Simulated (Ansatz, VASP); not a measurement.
## NiO: VASP beside Ansatz

INCAR

```
PREC = Accurate ; ENCUT = 520
EDIFF = 1E-8 ; ISMEAR = -1
SIGMA = 0.03 ; LREAL = False
LASPH = True ; NELM = 150
ALGO = Normal ; ISIF = 2
LWAVE = False ; LCHARG = False
ISPIN = 2 ; MAGMOM = 1.5 0
LORBIT = 11 ; LMAXMIX = 4
GGA = PE ; LEFG = True
NBANDS = 19
```

File KPOINTS:

```
regular mesh
0
Gamma
  17 17 17
```

Contents of POSCAR:

```
NiO
1.0
   -0.0627393000      2.0599403500      2.0599403500
    2.0599403500     -0.0627393000      2.0599403500
    2.0599403500      2.0599403500     -0.0627393000
Ni O
1 1
Direct
    0.0000000000      0.0000000000      0.0000000000
    0.5000000000      0.5000000000      0.5000000000
```

Input for Ansatz:

```yaml
crystal:
  lattice:
    - [-0.0627393, 2.05994035, 2.05994035]
    - [2.05994035, -0.0627393, 2.05994035]
    - [2.05994035, 2.05994035, -0.0627393]
  atoms:
    - { symbol: Ni, position: [0.0, 0.0, 0.0], spin: 1.5 }
    - { symbol: O, position: [0.5, 0.5, 0.5] }
magnetization:
  spin_polarized: true
kpoints:
  mp_grid: { grid: [17, 17, 17] }
scf:
  occupations: { method: fermi_dirac, width: 0.03 }
hamiltonian:
  xc: pbe
  pseudopotentials: { kind: all_electron, datasets: crystal }
output:
  forces: true
  stress: true
  eigenvalues: true
  efg: { contact_densities: true }
```

Change from the starting cell: equal xy, yz and zx shear strains of -3 %, crystal datasets.

Alike in both runs: task electric field gradients; functional PBE; k mesh 17 × 17 × 17; occupations fermi-dirac, width 0.03 eV; collinear spin.

|  | VASP | Ansatz |
| --- | --- | --- |
| version | VASP 6.6.1 | Ansatz 0.2.0 |
| potentials or method | VASP PAW PBE potentials, release 64 (Ni, O), cutoff 520 eV | all-electron PAW with datasets made for the crystal, scalar-relativistic |

|  | VASP | Ansatz | Ansatz less VASP |
| --- | --- | --- | --- |
| pressure (GPa) | 3.8 | 4.7 | +0.90 |
| traceless stress, the component that is largest in VASP (GPa) | 1.69 | 1.68 | -0.017 |
| net moment per atom (μB) | 0.86 | 0.89 | +0.039 |
| size of the moment on the site where the two differ most (μB) | 1.41 | 1.45 | +0.035 |
| size of Vzz on the site where it differs most (V/Å²) | 7.4 | 5.9 | -1.50 |

Site moments also hang on the region over which each program counts them. Ansatz ran all-electron here, and VASP with PAW potentials.
